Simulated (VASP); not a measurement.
# HRh6 in VASP: notebook, part 2 of 2

VASP 6.6.1. The steps go on from the part before.

## 3. Single point, PBE

INCAR

```
PREC = Accurate
ENCUT = 520
EDIFF = 1E-6
ISMEAR = 0
SIGMA = 0.1
LREAL = False
LASPH = True
NELM = 60
ALGO = Fast
ISIF = 2
LWAVE = False
LCHARG = False
LDIPOL = True
IDIPOL = 3
DIPOL = 0.5 0.5 0.294
GGA = PE
NBANDS = 104
```

KPOINTS

```
Automatic mesh
0
Gamma
  6 6 1
```

POSCAR

```
HRh6
1.0
    5.4165863251      0.0000000000      0.0000000000
   -2.7082931626      4.6909013593      0.0000000000
    0.0000000000      0.0000000000     22.2966119230
Rh H
12 2
Direct
    0.3333333333      0.1666666667      0.1793994538
    0.3333333333      0.6666666667      0.1793994538
    0.8333333333      0.1666666667      0.1793994538
    0.8333333333      0.6666666667      0.1793994538
    0.1666666667      0.3333333333      0.2757769167
    0.1666666667      0.8333333333      0.2757769167
    0.6666666667      0.3333333333      0.2757769167
    0.6666666667      0.8333333333      0.2757769167
    0.0000000000      0.0000000000      0.3721019118
    0.0000000000      0.5000000000      0.3721019118
    0.5000000000      0.0000000000      0.3721019118
    0.5000000000      0.5000000000      0.3721019118
    0.1308864316      0.2617728632      0.4066363066
    0.3691135684      0.7382271368      0.4066363066
```

Potentials or basis: VASP PAW PBE potentials, release 64 (Rh_pv, H).

Started as:

```bash
cat potpaw_PBE.64/Rh_pv/POTCAR potpaw_PBE.64/H/POTCAR > POTCAR
mpirun -np 1 vasp_std > vasp.out
```

OUTCAR:

```text
PREC = Accurate
   ENCUT = 520
   EDIFF = 1E-6
   ISMEAR = 0
   LREAL = False
   LASPH = True
   NELM = 60
   ISIF = 2
   GGA = PE

 ion  position               nearest neighbor table
   1  0.333  0.167  0.179-   5 2.66   7 2.66   6 2.66   4 2.71   4 2.71   3 2.71   3 2.71   2 2.71
                             2 2.71
   2  0.333  0.667  0.179-   6 2.66   8 2.66   5 2.66   3 2.71   3 2.71   4 2.71   4 2.71   1 2.71
                             1 2.71
   3  0.833  0.167  0.179-   7 2.66   5 2.66   8 2.66   2 2.71   2 2.71   1 2.71   1 2.71   4 2.71
                             4 2.71
   4  0.833  0.667  0.179-   8 2.66   6 2.66   7 2.66   1 2.71   1 2.71   2 2.71   2 2.71   3 2.71
                             3 2.71
   5  0.167  0.333  0.276-  12 2.66   9 2.66  10 2.66   1 2.66   3 2.66   2 2.66   8 2.71   8 2.71
                             7 2.71   7 2.71   6 2.71   6 2.71
   6  0.167  0.833  0.276-  11 2.66  10 2.66   9 2.66   2 2.66   4 2.66   1 2.66   7 2.71   7 2.71
                             8 2.71   8 2.71   5 2.71   5 2.71
   7  0.667  0.333  0.276-  10 2.66  11 2.66  12 2.66   3 2.66   1 2.66   4 2.66   6 2.71   6 2.71
                             5 2.71   5 2.71   8 2.71   8 2.71
   8  0.667  0.833  0.276-   9 2.66  12 2.66  11 2.66   4 2.66   2 2.66   3 2.66   5 2.71   5 2.71
                             6 2.71   6 2.71   7 2.71   7 2.71
   9  0.000  0.000  0.372-  13 1.45   8 2.66   5 2.66   6 2.66  12 2.71  12 2.71  11 2.71  11 2.71
                            10 2.71  10 2.71
  10  0.000  0.500  0.372-  14 1.92  13 1.92   7 2.66   6 2.66   5 2.66  11 2.71  11 2.71  12 2.71
                            12 2.71   9 2.71   9 2.71
  11  0.500  0.000  0.372-  14 1.45   6 2.66   7 2.66   8 2.66  10 2.71  10 2.71   9 2.71   9 2.71
                            12 2.71  12 2.71
  12  0.500  0.500  0.372-  13 1.92  14 1.92   5 2.66   8 2.66   7 2.66   9 2.71   9 2.71  10 2.71
                            10 2.71  11 2.71  11 2.71
  13  0.131  0.262  0.407-   9 1.45  12 1.92  10 1.92
  14  0.369  0.738  0.407-  11 1.45  10 1.92  12 1.92

  LATTYP: Found a hexagonal cell.
 ALAT       =     5.4165863251
 C/A-ratio  =     4.1163586408

  Lattice vectors:

 A1 = (   5.4165863251,   0.0000000000,   0.0000000000)
 A2 = (  -2.7082931626,   4.6909013593,   0.0000000000)
 A3 = (   0.0000000000,   0.0000000000,  22.2966119230)

Analysis of symmetry for initial positions (statically):
=====================================================================
 Subroutine PRICEL returns:
 Original cell was already a primitive cell.

 Routine SETGRP: Setting up the symmetry group for a
 hexagonal supercell.

 Subroutine GETGRP returns: Found  2 space group operations
 (whereof  2 operations were pure point group operations)
 out of a pool of 24 trial point group operations.

The static configuration has the point symmetry C_1h.

Analysis of symmetry for dynamics (positions and initial velocities):
=====================================================================
 Subroutine PRICEL returns:
 Original cell was already a primitive cell.

 Routine SETGRP: Setting up the symmetry group for a
 hexagonal supercell.

 Subroutine GETGRP returns: Found  2 space group operations
 (whereof  2 operations were pure point group operations)
 out of a pool of 24 trial point group operations.

The dynamic configuration has the point symmetry C_1h.

 Subroutine INISYM returns: Found  2 space group operations
 (whereof  2 operations are pure point group operations),
 and found     1 'primitive' translations
[... 105 lines left out ...]
   ENCUT  =  520.0 eV  38.22 Ry    6.18 a.u.  10.07 10.07 41.46*2*pi/ulx,y,z
   NELM   =     60;   NELMIN=  2; NELMDL= -5     # of ELM steps
   EDIFF  = 0.1E-05   stopping-criterion for ELM
   LREAL  =      F    real-space projection
   EDIFFG = 0.1E-04   stopping-criterion for IOM
   NSW    =      0    number of steps for IOM
   IBRION =     -1    ionic relax: 0-MD 1-quasi-New 2-CG
   NFREE  =      0    steps in history (QN), initial steepest desc. (CG)
   ISIF   =      2    stress and relaxation
   ISYM   =      2    0-nonsym 1-usesym 2-fastsym
   POTIM  = 0.5000    time-step for ionic-motion
   TEBEG  =    0.0;   TEEND  =   0.0 temperature during run
   PSTRESS=    0.0 pullay stress
   NELECT =     182.0000    total number of electrons
   NUPDOWN=      -1.0000    fix difference up-down
   EMIN   =  10.00;   EMAX   =-10.00  energy-range for DOS
   EFERMI =   0.00;   METHOD = LEGACY
   ISMEAR =     0;   SIGMA  =   0.10  broadening in eV -4-tet -1-fermi 0-gaus
   EFERMI_NEDOS =   21; number of points for ismear=-14 and -15
   IALGO  =     68    algorithm
   IMIX   =      4    mixing-type and parameters
     AMIX     =   0.40;   BMIX     =  1.00
     AMIX_MAG =   1.60;   BMIX_MAG =  1.00
  volume/ion in A,a.u.               =      40.47       273.08
  Fermi-wavevector in a.u.,A,eV,Ry     =   1.121222  2.118803 17.104417  1.257139
  Thomas-Fermi vector in A             =   2.257874
   LORBIT       =      0    0 simple, 1 ext, 2 COOP (PROOUT), +10 PAW based schemes
   GGA     = PE    functional components
   LHFCALC =     F    Hartree Fock is set to
   AEXX    =    0.0000 exact exchange contribution
   IVDW    =     0    specifies the selected vdW correction
   LEPSILON=     F    determine dielectric tensor
   LRPA    =     F    only Hartree local field effects (RPA)
 non-spin polarized calculation
 RMM-DIIS sequential band-by-band and
 Gauss-broadening in eV      SIGMA  =   0.10
  energy-cutoff  :      520.00
  volume of cell :      566.53
 maximum number of plane-waves:     15300
   NGX = 21   NGY = 21   NGZ = 83

 dipolmoment           0.000000      0.000000     -0.319461 electrons x Angstroem

 number of electron     182.0000013 magnetization

 dipolmoment           0.000000      0.000000      0.006346 electrons x Angstroem

 Free energy of the ion-electron system (eV)
  ---------------------------------------------------
  ext. energy  EPLUGINS =         0.00000000
  ---------------------------------------------------
  free energy    TOTEN  =       -87.23371061 eV

  energy without entropy =      -87.13617082  energy(sigma->0) =      -87.18494072

 E-fermi :  -0.0466     XC(G=0):  -4.9877

 val. band max:       -0.0496525676   @ k =   0.3333  -0.0000   0.0000
 cond. band min:      -0.0437609384   @ k =   0.0000   0.3333   0.0000
 fundamental gap:      0.0058916292
 Fermi energy:        -0.0466427565

 k-point     1 :       0.0000    0.0000    0.0000
  band No.  band energies     occupation
      1     -47.1340      2.00000
      2     -47.1276      2.00000
      3     -47.1239      2.00000
      4     -47.0582      2.00000
      5     -47.0337      2.00000
      6     -47.0022      2.00000
[... 1367 lines left out ...]
    102       0.5884      0.00000
    103       2.7250      0.00000
 [bands above 103 left out]

------------------------ aborting loop because EDIFF is reached ----------------------------------------

 vacuum level on the upper side and lower side of the slab       (xc-potential included)        -0.084        -0.122

  FORCE on cell =-STRESS in cart. coord.  units (eV):
  Direction    XX          YY          ZZ          XY          YZ          ZX
  --------------------------------------------------------------------------------------
  -------------------------------------------------------------------------------------
  Total       -2.5510198      5.5568838      7.3936763     -0.0000000     -0.7852149      0.0000000
  in kB       -7.2144556     15.7152411     20.9098140     -0.0000000     -2.2206404      0.0000000
  external PRESSURE =       9.8035332 kB  Pullay stress =       0.0000000 kB

 VOLUME and BASIS-vectors are now :
 -----------------------------------------------------------------------------
  energy-cutoff  :      520.00
  volume of cell :      566.53
      direct lattice vectors                 reciprocal lattice vectors
     5.416586325  0.000000000  0.000000000     0.184618123  0.106589323  0.000000000
    -2.708293163  4.690901359  0.000000000     0.000000000  0.213178646  0.000000000
     0.000000000  0.000000000 22.296611923     0.000000000  0.000000000  0.044849863

 POSITION                                       TOTAL-FORCE (eV/Angst)
 -----------------------------------------------------------------------------------
      1.35415      0.78182      4.00000        -0.044325     -0.016768      0.015269
     -0.00000      3.12727      4.00000         0.000000     -0.054042     -0.101665
      4.06244      0.78182      4.00000         0.044325     -0.016768      0.015269
      2.70829      3.12727      4.00000        -0.000000      0.139792     -0.067685
      0.00000      1.56363      6.14889         0.000000     -0.059866     -0.433508
     -1.35415      3.90908      6.14889         0.035334      0.051789     -0.335719
      2.70829      1.56363      6.14889        -0.000000      0.134058     -0.346897
      1.35415      3.90908      6.14889        -0.035334      0.051789     -0.335719
      0.00000      0.00000      8.29661         0.000000     -3.617828     -1.675238
     -1.35415      2.34545      8.29661        -0.812074      0.039593      0.072483
      2.70829      0.00000      8.29661        -0.000000      3.541189     -1.811427
      1.35415      2.34545      8.29661         0.812074      0.039593      0.072483
     -0.00000      1.22795      9.06661        -0.000000      2.901354      2.400574
     -0.00000      3.46295      9.06661         0.000000     -3.133881      2.531783
 -----------------------------------------------------------------------------------
    total drift:                                0.000000     -0.000022      0.002048

  FREE ENERGIE OF THE ION-ELECTRON SYSTEM (eV)
  ---------------------------------------------------
  free  energy   TOTEN  =       -87.2337106134 eV

  energy  without entropy=      -87.1361708239  energy(sigma->0) =      -87.18494072

 vacuum level on the upper side and lower side of the slab         4.995         4.951
```

Wall time 58 min (1 thread of Oxide Virtual Turin-like, shared host); peak memory 0.87 GiB.

Results:

| Item | Value |
| --- | --- |
| Free energy | -87.2337 eV |
| Largest force | 4.029 eV/Å |
| Band gap on the k mesh | zero (bands 91 and 92 overlap by 0.89 eV) |

Forces in eV/Å, atoms in the order of the input:
```
Rh  -0.044 -0.017  0.015
Rh   0.000 -0.054 -0.102
Rh   0.044 -0.017  0.015
Rh   0.000  0.140 -0.068
Rh   0.000 -0.060 -0.434
Rh   0.035  0.052 -0.336
Rh   0.000  0.134 -0.347
Rh  -0.035  0.052 -0.336
Rh   0.000 -3.618 -1.675
Rh  -0.812  0.040  0.072
Rh   0.000  3.541 -1.811
Rh   0.812  0.040  0.072
H    0.000  2.901  2.401
H    0.000 -3.134  2.532
```
